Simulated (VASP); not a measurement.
# W3S in VASP: notebook, part 2 of 2

VASP 6.6.1. The steps go on from the part before.

## (3) Single point, PBE

Contents of INCAR:

```
ALGO     = Normal         # electronic algorithm
DIPOL    = 0.5 0.5 0.369
EDIFF    = 1E-7           # SCF threshold, eV
ENCUT    = 520            # plane-wave cutoff, eV
GGA      = PE             # functional
IDIPOL   = 3            
ISIF     = 2              # what is computed and relaxed
ISMEAR   = 0              # smearing method
LASPH    = True           # aspherical terms in the spheres
LCHARG   = False          # write CHGCAR
LDIPOL   = True         
LREAL    = False          # projectors in reciprocal space
LWAVE    = False          # write WAVECAR
NBANDS   = 32             # bands
NELM     = 60             # most SCF steps
PREC     = Accurate       # precision mode
SIGMA    = 0.1            # smearing width, eV
```

Contents of KPOINTS:

```
k-points
0
Gamma
  9 9 1
```

Contents of POSCAR:

```
W3S
1.0
    2.8547213223      0.0000000000      0.0000000000
   -1.4273606611      2.4722611858      0.0000000000
    0.0000000000      0.0000000000     20.1973423488
W S
3 1
Direct
    0.6666666666      0.3333333333      0.1980458583
    0.3333333334      0.6666666667      0.3143385345
    0.0000000000      0.0000000000      0.4306181575
    0.1666666667      0.3333333333      0.5344404429
```

Potentials or basis: VASP PAW PBE potentials, release 64 (W_sv, S).

Command:

```sh
> cat potpaw_PBE.64/W_sv/POTCAR potpaw_PBE.64/S/POTCAR > POTCAR
> mpirun -np 1 vasp_std > vasp.out
```

OUTCAR:

```text
EDIFF = 1E-7
   ENCUT = 520
   GGA = PE
   ISIF = 2
   ISMEAR = 0
   LASPH = True
   LREAL = False
   NELM = 60
   PREC = Accurate

 ion  position               nearest neighbor table
   1  0.667  0.333  0.198-   2 2.87   2 2.87   2 2.87
   2  0.333  0.667  0.314-   3 2.87   3 2.87   3 2.87   1 2.87   1 2.87   1 2.87
   3  0.000  0.000  0.431-   4 2.25   2 2.87   2 2.87   2 2.87   4 3.03   4 3.03
   4  0.167  0.333  0.534-   3 2.25   3 3.03   3 3.03

  LATTYP: Found a hexagonal cell.
 ALAT       =     2.8547213223
 C/A-ratio  =     7.0750662038

  Lattice vectors:

 A1 = (   2.8547213223,   0.0000000000,   0.0000000000)
 A2 = (  -1.4273606611,   2.4722611858,   0.0000000000)
 A3 = (   0.0000000000,   0.0000000000,  20.1973423488)

Analysis of symmetry for initial positions (statically):
=====================================================================
 Subroutine PRICEL returns:
 Original cell was already a primitive cell.

 Routine SETGRP: Setting up the symmetry group for a
 hexagonal supercell.

 Subroutine GETGRP returns: Found  2 space group operations
 (whereof  2 operations were pure point group operations)
 out of a pool of 24 trial point group operations.

The static configuration has the point symmetry C_1h.

Analysis of symmetry for dynamics (positions and initial velocities):
=====================================================================
 Subroutine PRICEL returns:
 Original cell was already a primitive cell.

 Routine SETGRP: Setting up the symmetry group for a
 hexagonal supercell.

 Subroutine GETGRP returns: Found  2 space group operations
 (whereof  2 operations were pure point group operations)
 out of a pool of 24 trial point group operations.

The dynamic configuration has the point symmetry C_1h.

 Subroutine INISYM returns: Found  2 space group operations
 (whereof  2 operations are pure point group operations),
 and found     1 'primitive' translations

----------------------------------------------------------------------------------------

                                     Primitive cell

  volume of cell :     142.5451

  direct lattice vectors                    reciprocal lattice vectors
     2.854721322  0.000000000  0.000000000     0.350296890  0.202244004  0.000000000
    -1.427360661  2.472261186  0.000000000     0.000000000  0.404488007  0.000000000
     0.000000000  0.000000000 20.197342349     0.000000000  0.000000000  0.049511465

  length of vectors
     2.854721322  2.854721322 20.197342349     0.404488007  0.404488007  0.049511465

  position of ions in fractional coordinates (direct lattice)
     0.666666667  0.333333333  0.198045858
     0.333333333  0.666666667  0.314338535
     0.000000000  0.000000000  0.430618157
     0.166666667  0.333333333  0.534440443

  ion indices of the primitive-cell ions
   primitive index   ion index
                 1           1
                 2           2
                 3           3
                 4           4

----------------------------------------------------------------------------------------

 KPOINTS: k-points
[... 28 lines left out ...]
  0.222222  0.000000  0.000000      4.000000
  0.000000  0.222222  0.000000      2.000000
  0.333333  0.000000  0.000000      4.000000
[... 16 lines left out ...]
 -0.222222 -0.444444  0.000000      4.000000
  0.444444  0.333333  0.000000      4.000000
   k-points           NKPTS =     25   k-points in BZ     NKDIM =     25   number of bands    NBANDS=     32
   number of dos      NEDOS =    301   number of ions     NIONS =      4
   total plane-waves  NPLWV =  86400
   dimension x,y,z NGX =    24 NGY =   24 NGZ =  150
   dimension x,y,z NGXF=    48 NGYF=   48 NGZF=  300
   ions per type =               3   1
   NGX,Y,Z   is equivalent  to a cutoff of  13.98, 13.98, 12.35 a.u.
   NGXF,Y,Z  is equivalent  to a cutoff of  27.95, 27.95, 24.69 a.u.
 SYSTEM =  unknown system
   PREC   = accura    normal or accurate (medium, high low for compatibility)
   ISTART =      0    job   : 0-new  1-cont  2-samecut
   ICHARG =      2    charge: 1-file 2-atom 10-const
   ISPIN  =      1    spin polarized calculation?
   LNONCOLLINEAR =      F non collinear calculations
   LSORBIT =      F    spin-orbit coupling
   LASPH  =      T    aspherical Exc in radial PAW
   ENCUT  =  520.0 eV  38.22 Ry    6.18 a.u.   5.31  5.31 37.55*2*pi/ulx,y,z
   NELM   =     60;   NELMIN=  2; NELMDL= -5     # of ELM steps
   EDIFF  = 0.1E-06   stopping-criterion for ELM
   LREAL  =      F    real-space projection
   EDIFFG = 0.1E-05   stopping-criterion for IOM
   NSW    =      0    number of steps for IOM
   IBRION =     -1    ionic relax: 0-MD 1-quasi-New 2-CG
   NFREE  =      0    steps in history (QN), initial steepest desc. (CG)
   ISIF   =      2    stress and relaxation
   ISYM   =      2    0-nonsym 1-usesym 2-fastsym
   POTIM  = 0.5000    time-step for ionic-motion
   TEBEG  =    0.0;   TEEND  =   0.0 temperature during run
   PSTRESS=    0.0 pullay stress
   NELECT =      48.0000    total number of electrons
   NUPDOWN=      -1.0000    fix difference up-down
   EMIN   =  10.00;   EMAX   =-10.00  energy-range for DOS
   EFERMI =   0.00;   METHOD = LEGACY
   ISMEAR =     0;   SIGMA  =   0.10  broadening in eV -4-tet -1-fermi 0-gaus
   EFERMI_NEDOS =   21; number of points for ismear=-14 and -15
   IALGO  =     38    algorithm
   IMIX   =      4    mixing-type and parameters
     AMIX     =   0.40;   BMIX     =  1.00
     AMIX_MAG =   1.60;   BMIX_MAG =  1.00
  volume/ion in A,a.u.               =      35.64       240.49
  Fermi-wavevector in a.u.,A,eV,Ry     =   1.138950  2.152303 17.649559  1.297206
  Thomas-Fermi vector in A             =   2.275653
   LORBIT       =      0    0 simple, 1 ext, 2 COOP (PROOUT), +10 PAW based schemes
   GGA     = PE    functional components
   LHFCALC =     F    Hartree Fock is set to
   AEXX    =    0.0000 exact exchange contribution
   IVDW    =     0    specifies the selected vdW correction
   LEPSILON=     F    determine dielectric tensor
   LRPA    =     F    only Hartree local field effects (RPA)
 non-spin polarized calculation
 Gauss-broadening in eV      SIGMA  =   0.10
  energy-cutoff  :      520.00
  volume of cell :      142.55
 maximum number of plane-waves:      3867
 NGX is ok and might be reduce to    24
   NGX = 11   NGY = 11   NGZ = 75

 dipolmoment           0.000000      0.000000      0.577574 electrons x Angstroem

 number of electron      48.0000001 magnetization

 dipolmoment           0.000000      0.000000     -0.020057 electrons x Angstroem

 Free energy of the ion-electron system (eV)
  ---------------------------------------------------
  ext. energy  EPLUGINS =         0.00000000
  ---------------------------------------------------
  free energy    TOTEN  =       -39.78220520 eV

  energy without entropy =      -39.75716297  energy(sigma->0) =      -39.76968408

 E-fermi :   1.9493     XC(G=0):  -6.6982

 val. band max:        1.9474598428   @ k =   0.0000   0.0000   0.0000
 cond. band min:       2.0569602951   @ k =   0.2222   0.1111   0.0000
 fundamental gap:      0.1095004523
 Fermi energy:         1.9493245595

 k-point     1 :       0.0000    0.0000    0.0000
  band No.  band energies     occupation
      1     -72.1293      2.00000
      2     -71.8003      2.00000
      3     -71.7446      2.00000
      4     -36.6818      2.00000
      5     -36.2737      2.00000
      6     -35.9027      2.00000
[... 829 lines left out ...]
     31       6.6974      0.00000
     32       8.7053      0.00000

 [... further k-points ...]

------------------------ aborting loop because EDIFF is reached ----------------------------------------

 vacuum level on the upper side and lower side of the slab       (xc-potential included)        -0.444         0.038

  FORCE on cell =-STRESS in cart. coord.  units (eV):
  Direction    XX          YY          ZZ          XY          YZ          ZX
  --------------------------------------------------------------------------------------
  -------------------------------------------------------------------------------------
  Total       -1.4004310     -2.0650584     -0.2629995     -0.0000000      2.5459209      0.0000000
  in kB      -15.7405535    -23.2108279     -2.9560594     -0.0000000     28.6156220      0.0000000
  external PRESSURE =     -13.9691469 kB  Pullay stress =       0.0000000 kB

 VOLUME and BASIS-vectors are now :
 -----------------------------------------------------------------------------
  energy-cutoff  :      520.00
  volume of cell :      142.55
      direct lattice vectors                 reciprocal lattice vectors
     2.854721322  0.000000000  0.000000000     0.350296890  0.202244004  0.000000000
    -1.427360661  2.472261186  0.000000000     0.000000000  0.404488007  0.000000000
     0.000000000  0.000000000 20.197342349     0.000000000  0.000000000  0.049511465

 POSITION                                       TOTAL-FORCE (eV/Angst)
 -----------------------------------------------------------------------------------
      1.42736      0.82409      4.00000        -0.000000     -0.022200      0.003838
      0.00000      1.64817      6.34880        -0.000000     -0.111903      0.081910
      0.00000      0.00000      8.69734        -0.000000     -0.905065     -0.080710
      0.00000      0.82409     10.79428         0.000000      1.039168     -0.005038
 -----------------------------------------------------------------------------------
    total drift:                               -0.000000      0.000048      0.000303

  FREE ENERGIE OF THE ION-ELECTRON SYSTEM (eV)
  ---------------------------------------------------
  free  energy   TOTEN  =       -39.7822052002 eV

  energy  without entropy=      -39.7571629663  energy(sigma->0) =      -39.76968408

 vacuum level on the upper side and lower side of the slab         6.408         6.882
```

Run time: 6 min. Hardware: 1 thread of Intel Xeon 8259CL, shared host; peak memory 0.32 GiB.

What came out:

| Quantity | Value |
| --- | --- |
| Free energy | -39.7822 eV |
| Largest force | 1.039 eV/Å |
| Band gap on the k mesh | zero (band 24 reaches 2.32 eV, above the bottom of band 25 at 1.47 eV) |

Forces in eV/Å, atoms in the order of the input:
```
W    0.000 -0.022  0.004
W    0.000 -0.112  0.082
W    0.000 -0.905 -0.081
S    0.000  1.039 -0.005
```

Caveat: spin-orbit coupling is left out, which moves the levels of the heavy elements.

## (4) Single point, PBE

Contents of INCAR:

```
  PREC = Accurate
  ENCUT = 520
  EDIFF = 1E-6
  ISMEAR = 0
  SIGMA = 0.1
  LREAL = F
  LASPH = T
  NELM = 80
  ALGO = Normal
  ISIF = 2
  LWAVE = F
  LCHARG = F
  LDIPOL = T
  IDIPOL = 3
  DIPOL = 0.5 0.5 0.369
  GGA = PE
  NBANDS = 32
```

Contents of KPOINTS:

```
regular mesh
0
Gamma
  9 9 1
```

Contents of POSCAR:

```
W3S
1.0
    2.8547213223      0.0000000000      0.0000000000
   -1.4273606611      2.4722611858      0.0000000000
    0.0000000000      0.0000000000     20.1973423488
W S
3 1
Direct
    0.6666666667      0.3333333333      0.1980458583
    0.3333333333      0.6666666666      0.3143385345
    0.0000000000      0.0000000000      0.4306181575
    0.3333333333      0.1666666666      0.5345730208
```

Potentials or basis: VASP PAW PBE potentials, release 64 (W_sv, S).

Command:

```sh
> cat potpaw_PBE.64/W_sv/POTCAR potpaw_PBE.64/S/POTCAR > POTCAR
> mpirun -np 1 vasp_std > vasp.out
```

OUTCAR:

```text
PREC = Accurate
   ENCUT = 520
   EDIFF = 1E-6
   ISMEAR = 0
   LREAL = F
   LASPH = T
   NELM = 80
   ISIF = 2
   GGA = PE

 ion  position               nearest neighbor table
   1  0.667  0.333  0.198-   2 2.87   2 2.87   2 2.87
   2  0.333  0.667  0.314-   3 2.87   3 2.87   3 2.87   1 2.87   1 2.87   1 2.87
   3  0.000  0.000  0.431-   4 2.26   2 2.87   2 2.87   2 2.87   4 3.03   4 3.03
   4  0.333  0.167  0.535-   3 2.26   3 3.03   3 3.03

  LATTYP: Found a hexagonal cell.
 ALAT       =     2.8547213223
 C/A-ratio  =     7.0750662038

  Lattice vectors:

 A1 = (   2.8547213223,   0.0000000000,   0.0000000000)
 A2 = (  -1.4273606611,   2.4722611858,   0.0000000000)
 A3 = (   0.0000000000,   0.0000000000,  20.1973423488)

Analysis of symmetry for initial positions (statically):
=====================================================================
 Subroutine PRICEL returns:
 Original cell was already a primitive cell.

 Routine SETGRP: Setting up the symmetry group for a
 hexagonal supercell.

 Subroutine GETGRP returns: Found  2 space group operations
 (whereof  2 operations were pure point group operations)
[... 177 lines left out ...]
 Fermi energy:         1.9278372053

 k-point     1 :       0.0000    0.0000    0.0000
  band No.  band energies     occupation
      1     -72.1277      2.00000
      2     -71.8168      2.00000
      3     -71.7617      2.00000
      4     -36.6733      2.00000
      5     -36.2829      2.00000
      6     -35.9242      2.00000
[... 829 lines left out ...]
     31       6.7492      0.00000
     32       8.7032      0.00000

 [... further k-points ...]

------------------------ aborting loop because EDIFF is reached ----------------------------------------

 vacuum level on the upper side and lower side of the slab       (xc-potential included)        -0.435        -0.012

  FORCE on cell =-STRESS in cart. coord.  units (eV):
  Direction    XX          YY          ZZ          XY          YZ          ZX
  --------------------------------------------------------------------------------------
  -------------------------------------------------------------------------------------
  Total       -1.7586776     -2.2504890     -0.0749654      0.4259212      0.9608261      1.6641979
  in kB      -19.7671710    -25.2950293     -0.8425954      4.7872657     10.7994863     18.7052386
  external PRESSURE =     -15.3015986 kB  Pullay stress =       0.0000000 kB

 VOLUME and BASIS-vectors are now :
 -----------------------------------------------------------------------------
  energy-cutoff  :      520.00
  volume of cell :      142.55
      direct lattice vectors                 reciprocal lattice vectors
     2.854721322  0.000000000  0.000000000     0.350296890  0.202244004  0.000000000
    -1.427360661  2.472261186  0.000000000     0.000000000  0.404488007  0.000000000
     0.000000000  0.000000000 20.197342349     0.000000000  0.000000000  0.049511465

 POSITION                                       TOTAL-FORCE (eV/Angst)
 -----------------------------------------------------------------------------------
      1.42736      0.82409      4.00000         0.018507      0.010685      0.024695
      0.00000      1.64817      6.34880        -0.016786     -0.009692     -0.052507
      0.00000      0.00000      8.69734        -0.816933     -0.471656      0.047228
      0.71368      0.41204     10.79695         0.815212      0.470663     -0.019416
 -----------------------------------------------------------------------------------
    total drift:                               -0.000003     -0.000001      0.000197

  FREE ENERGIE OF THE ION-ELECTRON SYSTEM (eV)
  ---------------------------------------------------
  free  energy   TOTEN  =       -39.7645298712 eV

  energy  without entropy=      -39.7394269200  energy(sigma->0) =      -39.75197840

 vacuum level on the upper side and lower side of the slab         6.422         6.842
```

OSZICAR:

```text
N       E                     dE             d eps       ncg     rms          rms(c)
DAV:   1     0.548549815092E+03    0.54855E+03   -0.28870E+04  1808   0.145E+03
DAV:   2    -0.182973372351E+02   -0.56685E+03   -0.55155E+03  1848   0.444E+02
DAV:   3    -0.413493221084E+02   -0.23052E+02   -0.21918E+02  2000   0.901E+01
[... 18 lines left out ...]
DAV:  22    -0.397644921206E+02   -0.13613E-04   -0.18952E-06  1504   0.611E-03    0.838E-03
DAV:  23    -0.397645098774E+02   -0.17757E-04   -0.74263E-07  1352   0.418E-03    0.435E-03
DAV:  24    -0.397645185997E+02   -0.87222E-05   -0.32080E-07  1208   0.412E-03    0.223E-03
DAV:  25    -0.397645293390E+02   -0.10739E-04   -0.63351E-07  1232   0.457E-03    0.190E-03
DAV:  26    -0.397645298712E+02   -0.53224E-06   -0.66188E-08  1064   0.128E-03
   1 F= -.39764530E+02 E0= -.39751978E+02  d E =-.251030E-01
```

It took 5.5 min on 1 thread of Intel Xeon 8259CL, shared host; peak memory 0.33 GiB.

What came out:

```yaml
Free_energy: -39.7645 eV
Largest_force: 0.944 eV/Å
Band_gap_on_the_k_mesh: zero (band 24 reaches 2.44 eV, above the bottom of band 25 at 1.55 eV)
```

Forces in eV/Å, atoms in the order of the input:
```
W    0.019  0.011  0.025
W   -0.017 -0.010 -0.053
W   -0.817 -0.472  0.047
S    0.815  0.471 -0.019
```

Caveat: spin-orbit coupling is left out, which moves the levels of the heavy elements.
